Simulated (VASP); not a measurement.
# Sr (I4/mmm) in VASP: single point with PBEsol

Aim: the single point of Sr with PBEsol.

Program: VASP 6.6.1. These are calculated values, not measurements. Logs are shortened: lines on timing, memory, paths and dates and some standing lists are left out, and cuts for length are marked.

### Step 1. The cell of the first run

The structure is tetragonal, space group I4/mmm (No. 139). The conventional cell has a = 4.184 Å, b = 4.184 Å, c = 5.932 Å, α = 90.00°, β = 90.00°, γ = 90.00°. Within 5.5 Å of Sr (site symmetry 4/mmm) lie 12 Sr at 4.18 to 4.19 Å.

### Step 2. Single point, PBEsol

File INCAR:

```
PREC = Accurate
ENCUT = 520
EDIFF = 1E-7
ISMEAR = 0
SIGMA = 0.1
LREAL = False
LASPH = True
NELM = 80
ALGO = Fast
ISIF = 2
LWAVE = False
LCHARG = False
GGA = PS
NBANDS = 11
```

File KPOINTS:

```
regular mesh
0
Gamma
  18 18 18
```

File POSCAR:

```
Sr
1.0
   -2.0919581279      2.0919581279      2.9661903097
    2.0919581279     -2.0919581279      2.9661903097
    2.0919581279      2.0919581279     -2.9661903097
Sr
1
Direct
    0.0000000000      0.0000000000      0.0000000000
```

Potentials or basis: VASP PAW PBE potentials, release 64 (Sr_sv).

Started as:

```sh
$ cat potpaw_PBE.64/Sr_sv/POTCAR > POTCAR
$ mpirun -np 1 vasp_std > vasp.out
```

OUTCAR:

```text
PREC = Accurate
   ENCUT = 520
   EDIFF = 1E-7
   ISMEAR = 0
   LREAL = False
   LASPH = True
   NELM = 80
   ISIF = 2
   GGA = PS

 ion  position               nearest neighbor table
   1  0.000  0.000  0.000-

  LATTYP: Found a body centered tetragonal cell.
 ALAT       =     4.1839162558
 C/A-ratio  =     1.4179013768

  Lattice vectors:

 A1 = (  -2.0919581279,   2.0919581279,   2.9661903097)
 A2 = (   2.0919581279,  -2.0919581279,   2.9661903097)
 A3 = (   2.0919581279,   2.0919581279,  -2.9661903097)

Analysis of symmetry for initial positions (statically):
=====================================================================
 Subroutine PRICEL returns:
 Original cell was already a primitive cell.

 Routine SETGRP: Setting up the symmetry group for a
 body centered tetragonal supercell.

 Subroutine GETGRP returns: Found 16 space group operations
 (whereof 16 operations were pure point group operations)
 out of a pool of 16 trial point group operations.

The static configuration has the point symmetry D_4h.

Analysis of symmetry for dynamics (positions and initial velocities):
=====================================================================
 Subroutine PRICEL returns:
 Original cell was already a primitive cell.

 Routine SETGRP: Setting up the symmetry group for a
 body centered tetragonal supercell.

 Subroutine GETGRP returns: Found 16 space group operations
 (whereof 16 operations were pure point group operations)
 out of a pool of 16 trial point group operations.

The dynamic configuration has the point symmetry D_4h.

 Subroutine INISYM returns: Found 16 space group operations
 (whereof 16 operations are pure point group operations),
 and found     1 'primitive' translations

----------------------------------------------------------------------------------------

                                     Primitive cell

  volume of cell :      51.9236

  direct lattice vectors                    reciprocal lattice vectors
    -2.091958128  2.091958128  2.966190310     0.000000000  0.239010520  0.168566393
     2.091958128 -2.091958128  2.966190310     0.239010520  0.000000000  0.168566393
     2.091958128  2.091958128 -2.966190310     0.239010520  0.239010520  0.000000000

  length of vectors
     4.189374962  4.189374962  4.189374962     0.292473345  0.292473345  0.338011919

  position of ions in fractional coordinates (direct lattice)
     0.000000000  0.000000000  0.000000000

  ion indices of the primitive-cell ions
   primitive index   ion index
                 1           1

----------------------------------------------------------------------------------------

 KPOINTS: regular mesh

Automatic generation of k-mesh.
 Grid dimensions read from file:
 generate k-points for:   18   18   18

 Generating k-lattice:

  Cartesian coordinates                     Fractional coordinates (reciprocal lattice)
     0.000000000  0.013278362  0.009364800     0.055555556  0.000000000 -0.000000000
     0.013278362  0.000000000  0.009364800     0.000000000  0.055555556 -0.000000000
     0.013278362  0.013278362  0.000000000     0.000000000  0.000000000  0.055555556

  Length of vectors
     0.016248519  0.016248519  0.018778440

  Shift w.r.t. Gamma in fractional coordinates (k-lattice)
     0.000000000  0.000000000  0.000000000

 Subroutine IBZKPT returns following result:
 ===========================================

 Found    480 irreducible k-points:

 Following reciprocal coordinates:
            Coordinates               Weight
  0.000000  0.000000  0.000000      1.000000
  0.055556 -0.000000  0.000000      8.000000
  0.111111 -0.000000  0.000000      8.000000
  0.166667  0.000000 -0.000000      8.000000
  0.222222  0.000000 -0.000000      8.000000
  0.277778  0.000000 -0.000000      8.000000
[... 16 lines left out ...]
 -0.277778  0.055556  0.000000     16.000000
 -0.222222  0.055556  0.000000     16.000000
 [... further k-points ...]
   k-points           NKPTS =    480   k-points in BZ     NKDIM =    480   number of bands    NBANDS=     11
   number of dos      NEDOS =    301   number of ions     NIONS =      1
   total plane-waves  NPLWV =  32768
   dimension x,y,z NGX =    32 NGY =   32 NGZ =   32
   dimension x,y,z NGXF=    64 NGYF=   64 NGZF=   64
   ions per type =               1
   NGX,Y,Z   is equivalent  to a cutoff of  12.70, 12.70, 12.70 a.u.
   NGXF,Y,Z  is equivalent  to a cutoff of  25.40, 25.40, 25.40 a.u.
 SYSTEM =  unknown system
   PREC   = accura    normal or accurate (medium, high low for compatibility)
   ISTART =      0    job   : 0-new  1-cont  2-samecut
   ICHARG =      2    charge: 1-file 2-atom 10-const
   ISPIN  =      1    spin polarized calculation?
   LNONCOLLINEAR =      F non collinear calculations
   LSORBIT =      F    spin-orbit coupling
   LASPH  =      T    aspherical Exc in radial PAW
   ENCUT  =  520.0 eV  38.22 Ry    6.18 a.u.   7.79  7.79  7.79*2*pi/ulx,y,z
   NELM   =     80;   NELMIN=  2; NELMDL= -5     # of ELM steps
   EDIFF  = 0.1E-06   stopping-criterion for ELM
   LREAL  =      F    real-space projection
   EDIFFG = 0.1E-05   stopping-criterion for IOM
   NSW    =      0    number of steps for IOM
   IBRION =     -1    ionic relax: 0-MD 1-quasi-New 2-CG
   NFREE  =      0    steps in history (QN), initial steepest desc. (CG)
   ISIF   =      2    stress and relaxation
   ISYM   =      2    0-nonsym 1-usesym 2-fastsym
   POTIM  = 0.5000    time-step for ionic-motion
   TEBEG  =    0.0;   TEEND  =   0.0 temperature during run
   PSTRESS=    0.0 pullay stress
   NELECT =      10.0000    total number of electrons
   NUPDOWN=      -1.0000    fix difference up-down
   EMIN   =  10.00;   EMAX   =-10.00  energy-range for DOS
   EFERMI =   0.00;   METHOD = LEGACY
   ISMEAR =     0;   SIGMA  =   0.10  broadening in eV -4-tet -1-fermi 0-gaus
   EFERMI_NEDOS =   21; number of points for ismear=-14 and -15
   IALGO  =     68    algorithm
   IMIX   =      4    mixing-type and parameters
     AMIX     =   0.40;   BMIX     =  1.00
     AMIX_MAG =   1.60;   BMIX_MAG =  1.00
  volume/ion in A,a.u.               =      51.92       350.40
  Fermi-wavevector in a.u.,A,eV,Ry     =   0.945409  1.786564 12.160868  0.893799
  Thomas-Fermi vector in A             =   2.073308
   LORBIT       =      0    0 simple, 1 ext, 2 COOP (PROOUT), +10 PAW based schemes
   GGA     = PS    functional components
   LHFCALC =     F    Hartree Fock is set to
   AEXX    =    0.0000 exact exchange contribution
   IVDW    =     0    specifies the selected vdW correction
   LEPSILON=     F    determine dielectric tensor
   LRPA    =     F    only Hartree local field effects (RPA)
 non-spin polarized calculation
 RMM-DIIS sequential band-by-band and
 Gauss-broadening in eV      SIGMA  =   0.10
  energy-cutoff  :      520.00
  volume of cell :       51.92
 maximum number of plane-waves:      1411
   NGX = 15   NGY = 15   NGZ = 15

 number of electron      10.0000000 magnetization

 Free energy of the ion-electron system (eV)
  ---------------------------------------------------
  ext. energy  EPLUGINS =         0.00000000
  ---------------------------------------------------
  free energy    TOTEN  =        -1.84311245 eV

  energy without entropy =       -1.83734158  energy(sigma->0) =       -1.84022702

 E-fermi :   1.7135     XC(G=0):  -7.6117

 val. band max:        1.7115285670   @ k =   0.2778   0.2778   0.1667
 cond. band min:       1.7141477759   @ k =  -0.4444  -0.4444   0.1667
 fundamental gap:      0.0026192089
 Fermi energy:         1.7135293786

 k-point     1 :       0.0000    0.0000    0.0000
  band No.  band energies     occupation
      1     -34.7336      2.00000
      2     -16.6238      2.00000
      3     -16.6234      2.00000
      4     -16.6234      2.00000
      5      -2.0539      2.00000
      6       4.0759      0.00000
      7       4.0902      0.00000
      8       4.0902      0.00000
      9       5.6429      0.00000
     10       5.6665      0.00000
     11       8.9845      0.00000

 k-point     2 :       0.0556   -0.0000    0.0000
  band No.  band energies     occupation
      1     -34.7330      2.00000
      2     -16.6311      2.00000
      3     -16.6247      2.00000
      4     -16.6244      2.00000
      5      -2.0009      2.00000
      6       4.0000      0.00000
      7       4.1072      0.00000
      8       4.1166      0.00000
      9       5.6063      0.00000
     10       5.6292      0.00000
     11       9.1276      0.00000

 k-point     3 :       0.1111   -0.0000    0.0000
  band No.  band energies     occupation
      1     -34.7314      2.00000
      2     -16.6530      2.00000
      3     -16.6276      2.00000
      4     -16.6272      2.00000
      5      -1.8444      2.00000
      6       3.7750      0.00000
      7       4.1746      0.00000
      8       4.1849      0.00000
      9       5.5218      0.00000
     10       5.5424      0.00000
     11       9.4916      0.00000

 k-point     4 :       0.1667    0.0000   -0.0000
  band No.  band energies     occupation
      1     -34.7289      2.00000
      2     -16.6861      2.00000
      3     -16.6321      2.00000
      4     -16.6316      2.00000
      5      -1.5918      2.00000
      6       3.4701      0.00000
      7       4.2464      0.00000
      8       4.2585      0.00000
      9       5.4593      0.00000
     10       5.4758      0.00000
     11       9.4860      0.00000
[... 239 lines left out ...]
 k-point    22 :      -0.3333    0.0556    0.0000
  band No.  band energies     occupation
      1     -34.7203      2.00000
      2     -16.7950      2.00000
      3     -16.6517      2.00000
      4     -16.6475      2.00000
      5      -0.5240      2.00000
      6       2.5854      0.00000
      7       4.0647      0.00000
      8       4.1714      0.00000
      9       5.7126      0.00000
     10       6.1370      0.00000
     11       8.3548      0.00000

 k-point    23 :      -0.2778    0.0556    0.0000
  band No.  band energies     occupation
      1     -34.7234      2.00000
      2     -16.7551      2.00000
      3     -16.6464      2.00000
      4     -16.6414      2.00000
      5      -0.9516      2.00000
      6       2.8993      0.00000
      7       4.1904      0.00000
      8       4.2542      0.00000
      9       5.4033      0.00000
     10       5.8654      0.00000
     11       8.7764      0.00000

 k-point    24 :      -0.2222    0.0556    0.0000
  band No.  band energies     occupation
      1     -34.7265      2.00000
      2     -16.7139      2.00000
      3     -16.6405      2.00000
      4     -16.6357      2.00000
      5      -1.3316      2.00000
      6       3.2217      0.00000
      7       4.2692      0.00000
      8       4.2855      0.00000
      9       5.2321      0.00000
     10       5.7018      0.00000
     11       9.2633      0.00000

 [... further k-points ...]
[... 5 lines left out ...]
  --------------------------------------------------------------------------------------
  -------------------------------------------------------------------------------------
  Total        0.0014147      0.0014147     -0.0027091      0.0000000      0.0000000      0.0000000
  in kB        0.0436538      0.0436538     -0.0835921      0.0000000      0.0000000      0.0000000
  external PRESSURE =       0.0012385 kB  Pullay stress =       0.0000000 kB

 VOLUME and BASIS-vectors are now :
 -----------------------------------------------------------------------------
  energy-cutoff  :      520.00
  volume of cell :       51.92
      direct lattice vectors                 reciprocal lattice vectors
    -2.091958128  2.091958128  2.966190310     0.000000000  0.239010520  0.168566393
     2.091958128 -2.091958128  2.966190310     0.239010520  0.000000000  0.168566393
     2.091958128  2.091958128 -2.966190310     0.239010520  0.239010520  0.000000000

 POSITION                                       TOTAL-FORCE (eV/Angst)
 -----------------------------------------------------------------------------------
      0.00000      0.00000      0.00000         0.000000     -0.000000     -0.000000
 -----------------------------------------------------------------------------------
    total drift:                                0.000000      0.000000     -0.000000

  FREE ENERGIE OF THE ION-ELECTRON SYSTEM (eV)
  ---------------------------------------------------
  free  energy   TOTEN  =        -1.8431124505 eV

  energy  without entropy=       -1.8373415824  energy(sigma->0) =       -1.84022702
```

Wall time 1.7 min (1 thread of Intel Xeon 6975P-C (Granite Rapids), shared host); peak memory 0.39 GiB.

What came out:

| Property | Result |
| --- | --- |
| Free energy | -1.8431 eV |
| Pressure | 0.0 GPa |
| Band gap on the k mesh | zero (filled and empty bands overlap) |

Levels at points of the mesh, in eV from the Fermi level:
| k point | band 1 | band 2 | band 3 | band 4 | band 5 | band 6 | band 7 | band 8 | band 9 | band 10 |
| --- | --- | --- | --- | --- | --- | --- | --- | --- | --- | --- |
| (0.00, 0.00, 0.00) | -36.45 | -18.34 | -18.34 | -18.34 | -3.77 | 2.36 | 2.38 | 2.38 | 3.93 | 3.95 |
| (0.50, 0.00, 0.00) | -36.43 | -18.58 | -18.37 | -18.37 | -1.19 | 0.13 | 2.20 | 2.21 | 5.06 | 5.07 |
| (0.50, 0.50, 0.00) | -36.42 | -18.57 | -18.43 | -18.43 | -0.73 | 0.26 | 1.17 | 5.07 | 5.39 | 5.54 |
| (0.50, 0.50, 0.50) | -36.42 | -18.57 | -18.42 | -18.42 | -0.73 | 0.27 | 1.15 | 5.07 | 5.39 | 5.47 |

Caveat: the PAW data sets were made with another functional, which shifts forces and pressure a little.
